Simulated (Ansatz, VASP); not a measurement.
One calculation of Na2N, two programs

```
CELL_PARAMETERS angstrom
3.32395 0.00000 0.00000
-1.66198 2.87863 0.00000
0.00000 0.00000 5.85494
ATOMIC_POSITIONS crystal
Na 0.33333 0.66667 0.24730
Na 0.66667 0.33333 0.75270
N 0.00000 0.00000 0.00000
```

Change from the starting cell: species swapped into the HfTe2 type (P-3m1, No. 164).

Alike in both runs: task relaxation of cell and atoms; functional PBE; k mesh 6 × 6 × 4; occupations gaussian, width 0.1 eV; no spin polarisation.

|  | VASP | Ansatz |
| --- | --- | --- |
| version | VASP 6.6.1 | Ansatz 0.2.0 |
| potentials or method | VASP PAW PBE potentials, release 64 (Na_sv, N), cutoff 970 eV | scalar-relativistic, plane waves, PAW |
| valence electrons in the cell | 23 | 23 |

|  | VASP | Ansatz | Ansatz less VASP |
| --- | --- | --- | --- |
| gap on the k mesh at the Fermi level, each at its own relaxed structure (eV) | none | none | - |
| relaxed volume (Å³/atom) | 20.31 | 21.81 | +1.494 |
| relaxed length of the cell vector where the two differ most in proportion (Å) | 5.059 | 5.542 | +0.4822 |

A gap of «none» marks a metal or a gap that the smearing closes. One of these differences is far larger than is usual between the two programs; its cause wasn't traced.

The k mesh is coarse, so the values compare programs but aren't converged.
